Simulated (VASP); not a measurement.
# HfN (F-43m) in VASP: notebook, part 2 of 2

VASP 6.6.1.

### 3 Single point, PBEsol

This run uses another cell than the first one, of 15.38 Å³/atom, 1.030 times its volume.

The input, INCAR:

```
SYSTEM = HfN
ALGO = Normal ; EDIFF = 1E-6
ENCUT = 600 ; GGA = PS
GGA_COMPAT = .FALSE. ; ISIF = 2
ISMEAR = 1 ; LASPH = .TRUE.
LCHARG = .TRUE. ; LELF = .TRUE.
LREAL = .FALSE. ; LVHAR = .TRUE.
LWAVE = .FALSE. ; NBANDS = 14
NELM = 120 ; PREC = Accurate
SIGMA = 0.1
```

The input, KPOINTS:

```
k-points
0
G
  8 8 8
  0 0 0
```

The input, POSCAR:

```
HfN
1.0
    0.0000000000      2.4871259940      2.4871259940
    2.4871259940      0.0000000000      2.4871259940
    2.4871259940      2.4871259940      0.0000000000
Hf N
1 1
Direct
    0.0000000000      0.0000000000      0.0000000000
    0.7500000000      0.7500000000      0.7500000000
```

Potentials or basis: VASP PAW PBE potentials, release 64 (Hf_pv, N).

Command:

```
$ cat potpaw_PBE.64/Hf_pv/POTCAR potpaw_PBE.64/N/POTCAR > POTCAR
$ mpirun -np 1 vasp_std > vasp.out
```

OUTCAR:

```text
SYSTEM = HfN
   EDIFF = 1E-6
   ENCUT = 600
   GGA = PS
   ISIF = 2
   ISMEAR = 1
   LASPH = .TRUE.
   LREAL = .FALSE.
   NELM = 120
   PREC = Accurate

 ion  position               nearest neighbor table
   1  0.000  0.000  0.000-   2 2.15   2 2.15   2 2.15   2 2.15
   2  0.750  0.750  0.750-   1 2.15   1 2.15   1 2.15   1 2.15

  LATTYP: Found a face centered cubic cell.
 ALAT       =     4.9742519880

  Lattice vectors:

 A1 = (   0.0000000000,   2.4871259940,   2.4871259940)
 A2 = (   2.4871259940,   0.0000000000,   2.4871259940)
 A3 = (   2.4871259940,   2.4871259940,   0.0000000000)

Analysis of symmetry for initial positions (statically):
=====================================================================
 Subroutine PRICEL returns:
 Original cell was already a primitive cell.

 Routine SETGRP: Setting up the symmetry group for a
 face centered cubic supercell.

 Subroutine GETGRP returns: Found 24 space group operations
 (whereof 24 operations were pure point group operations)
 out of a pool of 48 trial point group operations.

The static configuration has the point symmetry T_d .

Analysis of symmetry for dynamics (positions and initial velocities):
[... 176 lines left out ...]
      9       7.4172      0.00000
     10       7.4172      0.00000
     11      11.6387      0.00000
     12      11.6387      0.00000
     13      11.6387      0.00000
     14      18.2124      0.00000
[... 377 lines left out ...]
      1     -26.2440      2.00000
      2     -26.0425      2.00000
      3     -25.9726      2.00000
      4      -9.3871      2.00000
      5      -0.1063      2.00000
      6       0.2174      2.00000
      7       1.0985      2.00000
      8       5.2665      1.11376
      9       7.0766     -0.00000
     10       8.0430      0.00000
     11      10.7788      0.00000
     12      10.9632      0.00000
     13      11.7772      0.00000
     14      14.7939      0.00000

 [... further k-points ...]

------------------------ aborting loop because EDIFF is reached ----------------------------------------

  FORCE on cell =-STRESS in cart. coord.  units (eV):
  Direction    XX          YY          ZZ          XY          YZ          ZX
  --------------------------------------------------------------------------------------
  -------------------------------------------------------------------------------------
  Total       -2.4435088     -2.4435088     -2.4435088      0.0000000      0.0000000     -0.0000000
  in kB     -127.2334013   -127.2334013   -127.2334013      0.0000000      0.0000000     -0.0000000
  external PRESSURE =    -127.2334013 kB  Pullay stress =       0.0000000 kB

 VOLUME and BASIS-vectors are now :
 -----------------------------------------------------------------------------
  energy-cutoff  :      600.00
  volume of cell :       30.77
      direct lattice vectors                 reciprocal lattice vectors
     0.000000000  2.487125994  2.487125994    -0.201035252  0.201035252  0.201035252
     2.487125994  0.000000000  2.487125994     0.201035252 -0.201035252  0.201035252
     2.487125994  2.487125994  0.000000000     0.201035252  0.201035252 -0.201035252

 POSITION                                       TOTAL-FORCE (eV/Angst)
 -----------------------------------------------------------------------------------
      0.00000      0.00000      0.00000         0.000000      0.000000      0.000000
      3.73069      3.73069      3.73069        -0.000000     -0.000000     -0.000000
 -----------------------------------------------------------------------------------
    total drift:                                0.000000      0.000000      0.000000

  FREE ENERGIE OF THE ION-ELECTRON SYSTEM (eV)
  ---------------------------------------------------
  free  energy   TOTEN  =       -22.1891073604 eV

  energy  without entropy=      -22.1876223290  energy(sigma->0) =      -22.18861235
```

stdout:

```text
POSCAR found type information on POSCAR HfN
 POSCAR found :  2 types and       2 ions
 scaLAPACK will be used
 -----------------------------------------------------------------------------
|                                                                             |
|                                                                             |
|     You enforced a specific xc type in the INCAR file but a different       |
|     I HOPE YOU KNOW WHAT YOU ARE DOING!                                     |
|                                                                             |
 -----------------------------------------------------------------------------

 LDA part: xc-table for (Slater+PW92), standard interpolation
 POSCAR, INCAR and KPOINTS ok, starting setup
 FFT: planning ... GRIDC
 FFT: planning ... GRID_SOFT
 FFT: planning ... GRID
 WAVECAR not read
 entering main loop
```

Run time: 33 s. Hardware: 1 thread of AMD EPYC 7R13, shared host; peak memory 0.14 GiB.

What came out:

| Item | Value |
| --- | --- |
| Free energy | -22.1891 eV |
| Pressure | -12.7 GPa |

Levels at points of the mesh, in eV from the Fermi level:
| k point | band 6 | band 7 | band 8 | band 9 | band 10 | band 11 |
| --- | --- | --- | --- | --- | --- | --- |
| (0.00, 0.00, 0.00) | -5.24 | -5.24 | -0.79 | 2.14 | 2.14 | 6.37 |
| (0.50, 0.00, 0.00) | -4.68 | -4.68 | 1.50 | 2.61 | 2.61 | 4.06 |
| (0.50, 0.50, 0.00) | -3.51 | -3.51 | -1.08 | 2.06 | 3.84 | 4.46 |

Caveat: the PAW data sets were made with another functional, which shifts forces and pressure a little; spin-orbit coupling is left out, which moves the levels of the heavy elements.

### 4 Single point, PBEsol

This run uses another cell than the first one, of 15.83 Å³/atom, 1.059 times its volume.

The input, INCAR:

```
SYSTEM = HfN
PREC = Accurate
ENCUT = 600
EDIFF = 1E-6
ISMEAR = 1
SIGMA = 0.1
LREAL = .FALSE.
LASPH = .TRUE.
NELM = 120
ALGO = Normal
ISIF = 2
LWAVE = .FALSE.
LCHARG = .FALSE.
GGA = PS
NBANDS = 14
GGA_COMPAT = .FALSE.
```

The input, KPOINTS:

```
Automatic mesh
0
G
  8 8 8
  0 0 0
```

The input, POSCAR:

```
HfN
1.0
    0.0000000000      2.5108143339      2.5108143339
    2.5108143339      0.0000000000      2.5108143339
    2.5108143339      2.5108143339      0.0000000000
Hf N
1 1
Direct
    0.0000000000      0.0000000000      0.0000000000
    0.7500000000      0.7500000000      0.7500000000
```

Potentials or basis: VASP PAW PBE potentials, release 64 (Hf_pv, N).

Command:

```
$ cat potpaw_PBE.64/Hf_pv/POTCAR potpaw_PBE.64/N/POTCAR > POTCAR
$ mpirun -np 1 vasp_std > vasp.out
```

OUTCAR:

```text
SYSTEM = HfN
   PREC = Accurate
   ENCUT = 600
   EDIFF = 1E-6
   ISMEAR = 1
   LREAL = .FALSE.
   LASPH = .TRUE.
   NELM = 120
   ISIF = 2
   GGA = PS

 ion  position               nearest neighbor table
   1  0.000  0.000  0.000-   2 2.17   2 2.17   2 2.17   2 2.17
   2  0.750  0.750  0.750-   1 2.17   1 2.17   1 2.17   1 2.17

  LATTYP: Found a face centered cubic cell.
 ALAT       =     5.0216286678

  Lattice vectors:

 A1 = (   0.0000000000,   2.5108143339,   2.5108143339)
[... 593 lines left out ...]

------------------------ aborting loop because EDIFF is reached ----------------------------------------

  FORCE on cell =-STRESS in cart. coord.  units (eV):
  Direction    XX          YY          ZZ          XY          YZ          ZX
  --------------------------------------------------------------------------------------
  -------------------------------------------------------------------------------------
  Total       -3.3103987     -3.3103987     -3.3103987      0.0000000     -0.0000000      0.0000000
  in kB     -167.5394513   -167.5394513   -167.5394513      0.0000000     -0.0000000      0.0000000
  external PRESSURE =    -167.5394513 kB  Pullay stress =       0.0000000 kB

 VOLUME and BASIS-vectors are now :
 -----------------------------------------------------------------------------
  energy-cutoff  :      600.00
  volume of cell :       31.66
      direct lattice vectors                 reciprocal lattice vectors
     0.000000000  2.510814334  2.510814334    -0.199138580  0.199138580  0.199138580
     2.510814334  0.000000000  2.510814334     0.199138580 -0.199138580  0.199138580
     2.510814334  2.510814334  0.000000000     0.199138580  0.199138580 -0.199138580

 POSITION                                       TOTAL-FORCE (eV/Angst)
 -----------------------------------------------------------------------------------
      0.00000      0.00000      0.00000        -0.000000     -0.000000     -0.000000
      3.76622      3.76622      3.76622         0.000000      0.000000      0.000000
 -----------------------------------------------------------------------------------
    total drift:                                0.000000      0.000000      0.000000

  FREE ENERGIE OF THE ION-ELECTRON SYSTEM (eV)
  ---------------------------------------------------
  free  energy   TOTEN  =       -22.1080501340 eV

  energy  without entropy=      -22.1071642637  energy(sigma->0) =      -22.10775484
```

OSZICAR:

```text
N       E                     dE             d eps       ncg     rms          rms(c)
DAV:   1     0.472628413497E+02    0.47263E+02   -0.82683E+03   812   0.109E+03
DAV:   2    -0.225390490479E+02   -0.69802E+02   -0.64803E+02  1076   0.249E+02
DAV:   3    -0.254540632655E+02   -0.29150E+01   -0.29008E+01   998   0.429E+01
DAV:   4    -0.254716383282E+02   -0.17575E-01   -0.17574E-01   926   0.391E+00
DAV:   5    -0.254718179910E+02   -0.17966E-03   -0.17966E-03   992   0.353E-01    0.482E+01
DAV:   6    -0.223035208191E+02    0.31683E+01   -0.12487E+01   950   0.240E+01    0.355E+01
DAV:   7    -0.221418069128E+02    0.16171E+00   -0.78384E-01   848   0.764E+00    0.237E+01
DAV:   8    -0.221222860687E+02    0.19521E-01   -0.18038E-01   926   0.366E+00    0.740E+00
DAV:   9    -0.221082658916E+02    0.14020E-01   -0.37291E-02   896   0.149E+00    0.174E+00
DAV:  10    -0.221080806280E+02    0.18526E-03   -0.18063E-03  1016   0.368E-01    0.186E-01
DAV:  11    -0.221080512504E+02    0.29378E-04   -0.12029E-04   908   0.978E-02    0.546E-02
DAV:  12    -0.221080502738E+02    0.97658E-06   -0.14625E-05  1124   0.291E-02    0.214E-02
DAV:  13    -0.221080501340E+02    0.13979E-06   -0.81108E-07   514   0.848E-03
   1 F= -.22108050E+02 E0= -.22107755E+02  d E =-.885870E-03
```

stdout:

```text
POSCAR found type information on POSCAR HfN
 POSCAR found :  2 types and       2 ions
 scaLAPACK will be used
 -----------------------------------------------------------------------------
|                                                                             |
|                                                                             |
|     You enforced a specific xc type in the INCAR file but a different       |
|     I HOPE YOU KNOW WHAT YOU ARE DOING!                                     |
|                                                                             |
 -----------------------------------------------------------------------------

 LDA part: xc-table for (Slater+PW92), standard interpolation
 POSCAR, INCAR and KPOINTS ok, starting setup
 FFT: planning ... GRIDC
 FFT: planning ... GRID_SOFT
 FFT: planning ... GRID
 WAVECAR not read
 entering main loop
```

It took 31 s on 1 thread of AMD EPYC 7R13, shared host; peak memory 0.13 GiB.

Results:

| Item | Value |
| --- | --- |
| Free energy | -22.1081 eV |
| Pressure | -16.8 GPa |

Levels at points of the mesh, in eV from the Fermi level:
```tsv
k point	band 6	band 7	band 8	band 9	band 10	band 11
(0.00, 0.00, 0.00)	-5.10	-5.10	-0.84	2.09	2.09	6.19
(0.50, 0.00, 0.00)	-4.56	-4.56	1.47	2.54	2.54	3.96
(0.50, 0.50, 0.00)	-3.46	-3.46	-1.05	2.00	3.71	4.32
```

Caveat: the PAW data sets were made with another functional, which shifts forces and pressure a little; spin-orbit coupling is left out, which moves the levels of the heavy elements.

### 5 Overview

```csv
cell,gap on the mesh (eV),pressure (GPa)
"a = 3.483 Å, angles 60.0°, 2 atoms",none,-8.0
"a = 3.517 Å, angles 60.0°, 2 atoms",none,-12.7
"a = 3.551 Å, angles 60.0°, 2 atoms",none,-16.8
```

Alike in all rows: task single point; level PBEsol; potentials or basis VASP PAW PBE potentials, release 64 (Hf_pv, N); no spin polarisation; k mesh 8 × 8 × 8; cutoff (eV) 600; smearing methfessel-paxton 0.1 eV.

Caveats: the PAW data sets were made with another functional, which shifts forces and pressure a little; spin-orbit coupling is left out, which moves the levels of the heavy elements.

Absolute energies hang on the potentials; compare differences alone.
